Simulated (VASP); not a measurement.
Wanted: the native input for a VASP 6.6.1 run.

```
Task                   : single point
Functional             : PBE
Potentials or basis    : VASP PAW PBE potentials, release 64 (Ga_d, Ge_d)
Cutoff                 : 520 eV
k mesh                 : 7 × 7 × 7
Occupations            : fermi-dirac, width 0.1 eV
Spin                   : no spin polarisation
Dipole correction      : no
Further INCAR settings : ALGO = Normal; EDIFF = 1e-06; NBANDS = 20
```

The structure of GaGe lies in POSCAR:

```
GaGe
1.0
    0.0000000000      2.8386838093      2.8386838093
    2.8386838093      0.0000000000      2.8386838093
    2.8386838093      2.8386838093      0.0000000000
Ga Ge
1 1
Direct
    0.7500000000      0.7500000000      0.7500000000
    0.0000000000      0.0000000000      0.0000000000
```

These files were run (other wordings do the same):

INCAR

```
  PREC = Accurate
  ENCUT = 520
  EDIFF = 1E-6
  ISMEAR = -1
  SIGMA = 0.1
  LREAL = F
  LASPH = T
  NELM = 80
  ALGO = Normal
  ISIF = 2
  LWAVE = F
  LCHARG = F
  GGA = PE
  NBANDS = 20
```

KPOINTS

```
Automatic mesh
0
Gamma
  7 7 7
```

Potentials or basis: VASP PAW PBE potentials, release 64 (Ga_d, Ge_d).

Launch:

```console
$ cat potpaw_PBE.64/Ga_d/POTCAR potpaw_PBE.64/Ge_d/POTCAR > POTCAR
$ mpirun -np 1 vasp_std > vasp.out
```

Results of the run:

* Pressure: 3.9 GPa

Wall time 27 s on 1 thread of Intel Xeon 8259CL, on a shared host, peak memory 0.17 GiB.
